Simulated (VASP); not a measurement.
# MgO (P-6m2) in VASP: a series of runs

Runs on MgO. Level: LDA. Tasks: single point.

Program: VASP 6.6.1. These are calculated values, not measurements. Logs are shortened: lines on timing, memory, paths and dates and some standing lists are left out, and cuts for length are marked.

## (1) The cell of the first run

The structure is hexagonal, space group P-6m2 (No. 187). Conventional cell: a = 3.026 Å, b = 3.026 Å, c = 2.680 Å, α = 90.00°, β = 90.00°, γ = 120.00°. Mg (site symmetry -6m2) has 6 O at 2.20 Å and 2 Mg at 2.68 Å within 2.9 Å. Within 2.9 Å of O (site symmetry -6m2) lie 6 Mg at 2.20 Å and 2 O at 2.68 Å.

## (2) Single point, LDA (strain +0.030 along x and y, +0.000 along z)

File INCAR:

```
SYSTEM = MgO
PREC     = Accurate       ! precision mode
ENCUT    = 520            ! plane-wave cutoff, eV
EDIFF    = 1E-7           ! SCF threshold, eV
ISMEAR   = 0              ! smearing method
SIGMA    = 0.05           ! smearing width, eV
LREAL    = .False.        ! projectors in reciprocal space
LASPH    = .True.         ! aspherical terms in the spheres
NELM     = 100            ! most SCF steps
ALGO     = Normal         ! electronic algorithm
ISIF     = 2              ! what is computed and relaxed
LWAVE    = .False.        ! write WAVECAR
LCHARG   = .True.         ! write CHGCAR
GGA      = CA             ! functional
LELF     = .True.         ! ELF
LVHAR    = .True.       
NBANDS   = 11             ! bands
```

File KPOINTS:

```
regular mesh
0
Gamma
  9 9 8
  0 0 0
```

File POSCAR:

```
MgO
1.0
    3.0261615305      0.0000000000      0.0000000000
   -1.5130807653      2.6207327614      0.0000000000
    0.0000000000      0.0000000000      2.6796800000
Mg O
1 1
Direct
    0.0000000000      0.0000000000      0.0000000000
    0.3333333333      0.6666666667      0.5000000000
```

Potentials or basis: VASP PAW LDA potentials, release 64 (Mg, O).

Run with:

```console
$ cat potpaw_LDA.64/Mg/POTCAR potpaw_LDA.64/O/POTCAR > POTCAR
$ mpirun -np 1 vasp_std > vasp.out
```

OUTCAR:

```text
SYSTEM = MgO
   PREC = Accurate
   ENCUT = 520
   EDIFF = 1E-7
   ISMEAR = 0
   LREAL = .False.
   LASPH = .True.
   NELM = 100
   ISIF = 2
   GGA = CA

 ion  position               nearest neighbor table
   1  0.000  0.000  0.000-   2 2.20   2 2.20   2 2.20   2 2.20   2 2.20   2 2.20
   2  0.333  0.667  0.500-   1 2.20   1 2.20   1 2.20   1 2.20   1 2.20   1 2.20

  LATTYP: Found a hexagonal cell.
 ALAT       =     3.0261615305
 C/A-ratio  =     0.8855046147

  Lattice vectors:

 A1 = (   3.0261615305,   0.0000000000,   0.0000000000)
 A2 = (  -1.5130807653,   2.6207327614,   0.0000000000)
 A3 = (   0.0000000000,   0.0000000000,   2.6796800000)

Analysis of symmetry for initial positions (statically):
=====================================================================
 Subroutine PRICEL returns:
 Original cell was already a primitive cell.

 Routine SETGRP: Setting up the symmetry group for a
 hexagonal supercell.

 Subroutine GETGRP returns: Found 12 space group operations
 (whereof 12 operations were pure point group operations)
 out of a pool of 24 trial point group operations.

The static configuration has the point symmetry D_3h.

Analysis of symmetry for dynamics (positions and initial velocities):
=====================================================================
 Subroutine PRICEL returns:
 Original cell was already a primitive cell.

 Routine SETGRP: Setting up the symmetry group for a
 hexagonal supercell.

 Subroutine GETGRP returns: Found 12 space group operations
 (whereof 12 operations were pure point group operations)
 out of a pool of 24 trial point group operations.

The dynamic configuration has the point symmetry D_3h.

 Subroutine INISYM returns: Found 12 space group operations
 (whereof 12 operations are pure point group operations),
 and found     1 'primitive' translations

----------------------------------------------------------------------------------------

                                     Primitive cell

  volume of cell :      21.2519

  direct lattice vectors                    reciprocal lattice vectors
     3.026161531  0.000000000  0.000000000     0.330451627  0.190786336  0.000000000
    -1.513080765  2.620732761  0.000000000     0.000000000  0.381572671  0.000000000
     0.000000000  0.000000000  2.679680000     0.000000000  0.000000000  0.373178887

  length of vectors
     3.026161531  3.026161531  2.679680000     0.381572671  0.381572671  0.373178887

  position of ions in fractional coordinates (direct lattice)
     0.000000000  0.000000000  0.000000000
     0.333333333  0.666666667  0.500000000

  ion indices of the primitive-cell ions
   primitive index   ion index
                 1           1
                 2           2

----------------------------------------------------------------------------------------

 KPOINTS: regular mesh

Automatic generation of k-mesh.
 Grid dimensions read from file:
 generate k-points for:    9    9    8

 Generating k-lattice:

  Cartesian coordinates                     Fractional coordinates (reciprocal lattice)
     0.036716847  0.021198482  0.000000000     0.111111111  0.000000000  0.000000000
     0.000000000  0.042396963  0.000000000     0.000000000  0.111111111  0.000000000
     0.000000000  0.000000000  0.046647361     0.000000000  0.000000000  0.125000000

  Length of vectors
     0.042396963  0.042396963  0.046647361

  Shift w.r.t. Gamma in fractional coordinates (k-lattice)
     0.000000000  0.000000000  0.000000000

 Subroutine IBZKPT returns following result:
 ===========================================

 Found     60 irreducible k-points:

 Following reciprocal coordinates:
            Coordinates               Weight
  0.000000  0.000000  0.000000      1.000000
  0.111111  0.000000  0.000000      6.000000
  0.222222 -0.000000  0.000000      6.000000
  0.333333  0.000000  0.000000      6.000000
  0.444444 -0.000000  0.000000      6.000000
  0.111111  0.111111  0.000000      6.000000
[... 16 lines left out ...]
  0.333333  0.222222  0.125000     24.000000
  0.333333  0.333333  0.125000      4.000000
 [... further k-points ...]
   k-points           NKPTS =     60   k-points in BZ     NKDIM =     60   number of bands    NBANDS=     11
   number of dos      NEDOS =    301   number of ions     NIONS =      2
   total plane-waves  NPLWV =  11520
   dimension x,y,z NGX =    24 NGY =   24 NGZ =   20
   dimension x,y,z NGXF=    48 NGYF=   48 NGZF=   40
   ions per type =               1   1
   NGX,Y,Z   is equivalent  to a cutoff of  13.18, 13.18, 12.41 a.u.
   NGXF,Y,Z  is equivalent  to a cutoff of  26.37, 26.37, 24.82 a.u.
 SYSTEM =  MgO
   PREC   = accura    normal or accurate (medium, high low for compatibility)
   ISTART =      0    job   : 0-new  1-cont  2-samecut
   ICHARG =      2    charge: 1-file 2-atom 10-const
   ISPIN  =      1    spin polarized calculation?
   LNONCOLLINEAR =      F non collinear calculations
   LSORBIT =      F    spin-orbit coupling
   LASPH  =      T    aspherical Exc in radial PAW
   ENCUT  =  520.0 eV  38.22 Ry    6.18 a.u.   5.63  5.63  4.98*2*pi/ulx,y,z
   NELM   =    100;   NELMIN=  2; NELMDL= -5     # of ELM steps
   EDIFF  = 0.1E-06   stopping-criterion for ELM
   LREAL  =      F    real-space projection
   EDIFFG = 0.1E-05   stopping-criterion for IOM
   NSW    =      0    number of steps for IOM
   IBRION =     -1    ionic relax: 0-MD 1-quasi-New 2-CG
   NFREE  =      0    steps in history (QN), initial steepest desc. (CG)
   ISIF   =      2    stress and relaxation
   ISYM   =      2    0-nonsym 1-usesym 2-fastsym
   POTIM  = 0.5000    time-step for ionic-motion
   TEBEG  =    0.0;   TEEND  =   0.0 temperature during run
   PSTRESS=    0.0 pullay stress
   NELECT =       8.0000    total number of electrons
   NUPDOWN=      -1.0000    fix difference up-down
   EMIN   =  10.00;   EMAX   =-10.00  energy-range for DOS
   EFERMI =   0.00;   METHOD = LEGACY
   ISMEAR =     0;   SIGMA  =   0.05  broadening in eV -4-tet -1-fermi 0-gaus
   EFERMI_NEDOS =   21; number of points for ismear=-14 and -15
   IALGO  =     38    algorithm
   IMIX   =      4    mixing-type and parameters
     AMIX     =   0.40;   BMIX     =  1.00
     AMIX_MAG =   1.60;   BMIX_MAG =  1.00
  volume/ion in A,a.u.               =      10.63        71.71
  Fermi-wavevector in a.u.,A,eV,Ry     =   1.182058  2.233766 19.010902  1.397262
  Thomas-Fermi vector in A             =   2.318320
   LORBIT       =      0    0 simple, 1 ext, 2 COOP (PROOUT), +10 PAW based schemes
   GGA     = CA    functional components
   LHFCALC =     F    Hartree Fock is set to
   AEXX    =    0.0000 exact exchange contribution
   IVDW    =     0    specifies the selected vdW correction
   LEPSILON=     F    determine dielectric tensor
   LRPA    =     F    only Hartree local field effects (RPA)
 non-spin polarized calculation
 Gauss-broadening in eV      SIGMA  =   0.05
  energy-cutoff  :      520.00
  volume of cell :       21.25
 maximum number of plane-waves:       586
 NGX is ok and might be reduce to    24
   NGX = 11   NGY = 11   NGZ =  9

 number of electron       8.0000001 magnetization

 Free energy of the ion-electron system (eV)
  ---------------------------------------------------
  ext. energy  EPLUGINS =         0.00000000
  ---------------------------------------------------
  free energy    TOTEN  =       -12.55874056 eV

  energy without entropy =      -12.55874056  energy(sigma->0) =      -12.55874056

 E-fermi :   3.0929     XC(G=0): -10.9509

 val. band max:        2.7568974288   @ k =   0.3333   0.3333   0.0000
 cond. band min:       5.1023716423   @ k =   0.0000   0.0000   0.0000
 fundamental gap:      2.3454742134
 Fermi energy:         3.0929001952

 k-point     1 :       0.0000    0.0000    0.0000
  band No.  band energies     occupation
      1     -14.3253      2.00000
      2       1.8437      2.00000
      3       1.8437      2.00000
      4       2.4150      2.00000
      5       5.1024      0.00000
      6      14.1541      0.00000
      7      16.9588      0.00000
      8      16.9588      0.00000
      9      21.3320      0.00000
     10      22.8041      0.00000
     11      23.8768      0.00000

 k-point     2 :       0.1111    0.0000    0.0000
  band No.  band energies     occupation
      1     -14.2291      2.00000
      2       1.0732      2.00000
      3       1.7579      2.00000
      4       2.4485      2.00000
      5       5.8675      0.00000
      6      13.9066      0.00000
      7      16.2554      0.00000
      8      17.2493      0.00000
      9      22.3449      0.00000
     10      22.6405      0.00000
     11      24.0765      0.00000

 k-point     3 :       0.2222   -0.0000    0.0000
  band No.  band energies     occupation
      1     -13.9733      2.00000
      2      -0.2642      2.00000
      3       1.5503      2.00000
      4       2.5354      2.00000
      5       7.1781      0.00000
      6      12.9210      0.00000
      7      16.0281      0.00000
      8      17.9471      0.00000
      9      22.1975      0.00000
     10      22.3349      0.00000
     11      24.8003      0.00000

 k-point     4 :       0.3333    0.0000    0.0000
  band No.  band energies     occupation
      1     -13.6577      2.00000
      2      -1.4255      2.00000
      3       1.3290      2.00000
      4       2.6376      2.00000
      5       8.2108      0.00000
      6      12.1566      0.00000
      7      15.9124      0.00000
      8      18.6414      0.00000
      9      21.6489      0.00000
     10      22.5743      0.00000
     11      26.3311      0.00000

 k-point     5 :       0.4444   -0.0000    0.0000
  band No.  band energies     occupation
      1     -13.4344      2.00000
      2      -2.0967      2.00000
      3       1.1919      2.00000
      4       2.7065      2.00000
      5       8.6147      0.00000
      6      12.1484      0.00000
      7      15.4535      0.00000
      8      19.0189      0.00000
      9      21.2710      0.00000
     10      23.4817      0.00000
     11      26.7408      0.00000
[... 211 lines left out ...]
 k-point    21 :       0.4444    0.1111    0.1250
  band No.  band energies     occupation
      1     -13.2735      2.00000
      2      -1.8642      2.00000
      3       0.8251      2.00000
      4       2.0584      2.00000
      5       9.3660      0.00000
      6      12.0767      0.00000
      7      15.6517      0.00000
      8      18.7219      0.00000
      9      19.3830      0.00000
     10      23.9196      0.00000
     11      26.2263      0.00000

 k-point    22 :       0.2222    0.2222    0.1250
  band No.  band energies     occupation
      1     -13.4060      2.00000
      2      -1.2643      2.00000
      3       0.5584      2.00000
      4       1.9862      2.00000
      5       9.4504      0.00000
      6      12.2038      0.00000
      7      15.8627      0.00000
      8      17.8234      0.00000
      9      20.8299      0.00000
     10      21.9895      0.00000
     11      26.0320      0.00000

 k-point    23 :       0.3333    0.2222    0.1250
  band No.  band energies     occupation
      1     -13.2405      2.00000
      2      -1.4645      2.00000
      3       0.0129      2.00000
      4       2.0839      2.00000
      5      10.0330      0.00000
      6      12.3312      0.00000
      7      15.0516      0.00000
      8      18.5916      0.00000
      9      19.9798      0.00000
     10      22.8239      0.00000
     11      26.0398      0.00000

 k-point    24 :       0.3333    0.3333    0.1250
  band No.  band energies     occupation
      1     -13.1837      2.00000
      2      -0.9411      2.00000
      3      -0.8497      2.00000
      4       2.1183      2.00000
      5      10.3927      0.00000
      6      12.7521      0.00000
      7      14.3517      0.00000
      8      18.9538      0.00000
      9      19.8791      0.00000
     10      22.7974      0.00000
     11      25.8585      0.00000

 [... further k-points ...]
[... 5 lines left out ...]
  --------------------------------------------------------------------------------------
  -------------------------------------------------------------------------------------
  Total       -2.6721414     -2.6721414     -1.2175821      0.0000000      0.0000000     -0.0000000
  in kB     -201.4523079   -201.4523079    -91.7933161      0.0000000      0.0000000     -0.0000000
  external PRESSURE =    -164.8993106 kB  Pullay stress =       0.0000000 kB

 VOLUME and BASIS-vectors are now :
 -----------------------------------------------------------------------------
  energy-cutoff  :      520.00
  volume of cell :       21.25
      direct lattice vectors                 reciprocal lattice vectors
     3.026161531  0.000000000  0.000000000     0.330451627  0.190786336  0.000000000
    -1.513080765  2.620732761  0.000000000     0.000000000  0.381572671  0.000000000
     0.000000000  0.000000000  2.679680000     0.000000000  0.000000000  0.373178887

 POSITION                                       TOTAL-FORCE (eV/Angst)
 -----------------------------------------------------------------------------------
      0.00000      0.00000      0.00000         0.000000     -0.000000      0.000000
     -0.00000      1.74716      1.33984        -0.000000      0.000000      0.000000
 -----------------------------------------------------------------------------------
    total drift:                                0.000000     -0.000000     -0.000000

  FREE ENERGIE OF THE ION-ELECTRON SYSTEM (eV)
  ---------------------------------------------------
  free  energy   TOTEN  =       -12.5587405582 eV

  energy  without entropy=      -12.5587405582  energy(sigma->0) =      -12.55874056
```

It took 28 s on 1 thread of AMD EPYC 7R13, shared host; peak memory 0.1 GiB.

What came out:

```
Free energy            : -12.5587 eV
Pressure               : -16.5 GPa
Band gap on the k mesh : 2.35 eV, indirect (least direct gap 2.69 eV)
```

Stress tensor (GPa, compression positive):
```
-20.15   0.00   0.00
  0.00 -20.15   0.00
  0.00   0.00  -9.18
```

Caveat: the cell differs from its parent crystal (strain +0.030 along x and y, +0.000 along z).

## (3) Single point, LDA (strain +0.000 along x and y, +0.015 along z)

File INCAR:

```
PREC = Accurate ; ENCUT = 520
EDIFF = 1E-6 ; ISMEAR = 0
SIGMA = 0.05 ; LREAL = F
LASPH = T ; NELM = 100
ALGO = Normal ; ISIF = 2
LWAVE = F ; LCHARG = F
GGA = CA ; NBANDS = 11
```

File KPOINTS:

```
regular mesh
0
Gamma
  9 9 8
```

File POSCAR:

```
MgO
1.0
    2.9380209034      0.0000000000      0.0000000000
   -1.4690104517      2.5444007392      0.0000000000
    0.0000000000      0.0000000000      2.7198752000
Mg O
1 1
Direct
    0.0000000000      0.0000000000      0.0000000000
    0.3333333333      0.6666666667      0.5000000000
```

Potentials or basis: VASP PAW LDA potentials, release 64 (Mg, O).

Run with:

```console
$ cat potpaw_LDA.64/Mg/POTCAR potpaw_LDA.64/O/POTCAR > POTCAR
$ mpirun -np 1 vasp_std > vasp.out
```

Wall time 25 s (1 thread of AMD EPYC 7R13, shared host); peak memory 0.1 GiB.

It converged, with:

- Free energy: -12.6466 eV
- Pressure: -12.9 GPa
- Band gap on the k mesh: 2.84 eV, indirect (least direct gap 3.32 eV)

Stress tensor (GPa, compression positive):
```
 -9.75   0.00   0.00
  0.00  -9.75   0.00
  0.00   0.00 -19.32
```

Levels at points of the mesh, in eV from the valence-band top:
| k point | band 1 | band 2 | band 3 | band 4 | band 5 | band 6 | band 7 | band 8 |
| --- | --- | --- | --- | --- | --- | --- | --- | --- |
| (0.00, 0.00, 0.00) | -17.04 | -0.50 | -0.48 | -0.48 | 2.84 | 11.55 | 15.42 | 15.42 |
| (0.00, 0.00, 0.50) | -15.99 | -5.36 | 0.00 | 0.00 | 8.15 | 8.68 | 17.27 | 17.27 |

Caveat: the cell differs from its parent crystal (strain +0.000 along x and y, +0.015 along z).

## (4) Single point, LDA (strain +0.015 along x and y, +0.000 along z)

File INCAR:

```
PREC = Accurate
ENCUT = 520
EDIFF = 1E-6
ISMEAR = 0
SIGMA = 0.05
LREAL = F
LASPH = T
NELM = 100
ALGO = Normal
ISIF = 2
LWAVE = F
LCHARG = T
GGA = CA
LELF = T
LVHAR = T
NBANDS = 11
```

KPOINTS is that of step 3.

File POSCAR:

```
MgO
1.0
    2.9820912170      0.0000000000      0.0000000000
   -1.4910456085      2.5825667503      0.0000000000
    0.0000000000      0.0000000000      2.6796800000
Mg O
1 1
Direct
    0.0000000000      0.0000000000      0.0000000000
    0.3333333333      0.6666666667      0.5000000000
```

Run with:

```console
$ cat potpaw_LDA.64/Mg/POTCAR potpaw_LDA.64/O/POTCAR > POTCAR
$ mpirun -np 1 vasp_std > vasp.out
```

Run time: 28 s. Hardware: 1 thread of AMD EPYC 7R13, shared host; peak memory 0.1 GiB.

It converged, with:

| Quantity | Value |
| --- | --- |
| Free energy | -12.6269 eV |
| Pressure | -13.9 GPa |
| Band gap on the k mesh | 2.64 eV, indirect (least direct gap 3.02 eV) |

Stress tensor (GPa, compression positive):
```
-15.62   0.00   0.00
  0.00 -15.62   0.00
  0.00   0.00 -10.61
```

Levels at points of the mesh, in eV from the valence-band top:
```
           k point  band 1  band 2  band 3  band 4  band 5  band 6  band 7  band 8  band 9
(0.00, 0.00, 0.00)  -17.12   -0.76   -0.76   -0.37    2.64   11.51   14.74   14.74   19.09
(0.00, 0.00, 0.50)  -16.01   -5.34   -0.23   -0.23    7.71    8.62   16.94   16.94   17.76
```

Caveat: the cell differs from its parent crystal (strain +0.015 along x and y, +0.000 along z). A k mesh can miss the band edges.

## (5) Overview

| cell | gap on the mesh (eV) | pressure (GPa) |
| --- | --- | --- |
| a = 3.026, b = 3.026, c = 2.680 Å, angles 90.0, 90.0, 120.0°, 2 atoms | 2.35 | -16.5 |
| a = 2.938, b = 2.938, c = 2.720 Å, angles 90.0, 90.0, 120.0°, 2 atoms | 2.84 | -12.9 |
| a = 2.982, b = 2.982, c = 2.680 Å, angles 90.0, 90.0, 120.0°, 2 atoms | 2.64 | -13.9 |

Alike in all rows: task single point; level LDA; potentials or basis VASP PAW LDA potentials, release 64 (Mg, O); no spin polarisation; k mesh 9 × 9 × 8; cutoff (eV) 520; smearing gaussian 0.05 eV.

Absolute energies hang on the potentials; compare differences alone.
